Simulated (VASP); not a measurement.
## Na: single point with LDA

Crystal: Na.

```
Na
1.0
     3.11362    0.00000    0.00000
    -1.55681    2.69647    0.00000
     0.00000    0.00000    5.27845
Na
2
Direct
  0.33333 0.66667 0.25000
  0.66667 0.33333 0.75000
```

| Item | Value |
| --- | --- |
| Program | VASP 6.6.1 |
| Task | single point |
| Functional | LDA |
| Potentials or basis | VASP PAW LDA potentials, release 64 (Na_pv) |
| Cutoff | 520 eV |
| k mesh | 9 × 9 × 5 |
| Occupations | methfessel-paxton, width 0.1 eV |
| Spin | no spin polarisation |

```yaml
Pressure: 8.0 GPa
Band_gap_on_the_k_mesh: zero (band 7 reaches 4.51 eV, above the bottom of band 8 at -0.45 eV)
```

Levels at points of the mesh, in eV from the Fermi level:
| k point | band 5 | band 6 | band 7 | band 8 | band 9 | band 10 |
| --- | --- | --- | --- | --- | --- | --- |
| (0.00, 0.00, 0.00) | -24.72 | -24.72 | -4.52 | 0.45 | 1.25 | 13.43 |

Run time: 12 s on 1 thread of AMD EPYC 9R45 (Zen 5), with other jobs on the host, peak memory 0.11 GiB.
